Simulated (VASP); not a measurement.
Runs of VASP 6.6.1 on Te. The structure is that of space group C2/m (No. 12), or close to it. The cells are those of the table. 

| task | cell | gap on the mesh (eV) | pressure (GPa) | largest force (eV/Å) |
| --- | --- | --- | --- | --- |
| single point | a = 4.804, b = 4.804, c = 3.959 Å, angles 91.6, 91.6, 58.5°, 3 atoms | none | (a) | 0.53 |
| single point | a = 4.874, b = 4.832, c = 3.961 Å, angles 92.4, 91.9, 58.5°, 3 atoms | none | 4.9 | 0.48 |
| single point | a = 4.853, b = 4.853, c = 3.920 Å, angles 91.7, 91.7, 58.5°, 3 atoms | none | 5.4 | 0.48 |
| electric field gradients | a = 4.948, b = 4.948, c = 4.037 Å, angles 91.6, 91.6, 58.5°, 3 atoms | none | (c) | 0.32 |
| electric field gradients | a = 4.853, b = 4.853, c = 3.959 Å, angles 91.6, 91.6, 58.5°, 3 atoms | none | 4.8 | 0.46 |
| single point | a = 4.853, b = 4.853, c = 3.959 Å, angles 91.6, 91.6, 58.5°, 3 atoms | none | 4.8 | 0.46 |
| electric field gradients | a = 4.917, b = 4.917, c = 4.012 Å, angles 91.6, 91.6, 58.5°, 3 atoms | none | 1.7 | 0.36 |
| single point | a = 4.853, b = 4.853, c = 3.999 Å, angles 91.6, 91.6, 58.5°, 3 atoms | none | 4.3 | 0.44 |
| single point | a = 4.853, b = 4.853, c = 3.880 Å, angles 91.7, 91.7, 58.5°, 3 atoms | none | 6.1 | 0.50 |
| single point | a = 4.853, b = 4.853, c = 3.841 Å, angles 91.7, 91.7, 58.5°, 3 atoms | none | (b) | 0.51 |

Alike in all rows: level LDA; potentials or basis VASP PAW LDA potentials, release 64 (Te); no spin polarisation; k mesh 8 × 8 × 8; cutoff (eV) 520; smearing fermi-dirac 0.05 eV.

Q: Fill in the values left out.

A: (a) 7.0; (b) 6.8; (c) 0.4.

Caveats: spin-orbit coupling is left out, which moves the levels of the heavy elements; the cell stands under pressure (at least some runs).

A k mesh can miss the band edges, and the runs leave out spin-orbit coupling on Te.

A gap of «none» marks levels without a gap at the run's occupations.
